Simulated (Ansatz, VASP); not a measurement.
# One calculation of BN, two programs

```xyz
4
Lattice="2.4913 -0.0521 0.0000 -1.2908 2.1836 0.0000 0.0000 0.0000 4.0011" Properties=species:S:1:pos:R:3 pbc="T T T"
B     0.0000    0.0000    0.0000
B     0.0000    0.0000    2.0005
N     0.0008    1.4384    1.0003
N     1.1998    0.6931    3.0008
```

Change from the starting cell: shear_xy strain -4.2%.

Alike in both runs: task single point; functional r2SCAN; k mesh 12 × 12 × 6; no spin polarisation.

|  | VASP | Ansatz |
| --- | --- | --- |
| version | VASP 6.6.1 | Ansatz 0.2.0 |
| potentials or method | VASP PAW PBE potentials, release 64 (B, N) | plane waves, PAW |
| plane-wave cutoff (eV) | 520 | 500 |
| occupations | gaussian, width 0.01 eV | fixed |
| valence electrons in the cell | 16 | 16 |

VASP gave:

```
gap on the k mesh at the Fermi level (eV)                     : 1.80
pressure (GPa)                                                : 1.8
traceless stress, the component that is largest in VASP (GPa) : 5.58
rms of the force components (eV/Å)                            : 0.004
```

Question: Which values does Ansatz return?

Answer: gap on the k mesh at the Fermi level (eV): 1.81; pressure (GPa): 1.4; traceless stress, the component that is largest in VASP (GPa): 5.42; rms of the force components (eV/Å): 0.002.

VASP's potentials were made for PBE, not for r2SCAN. Atom by atom the forces differ by 0.005 eV/Å (rms over components).
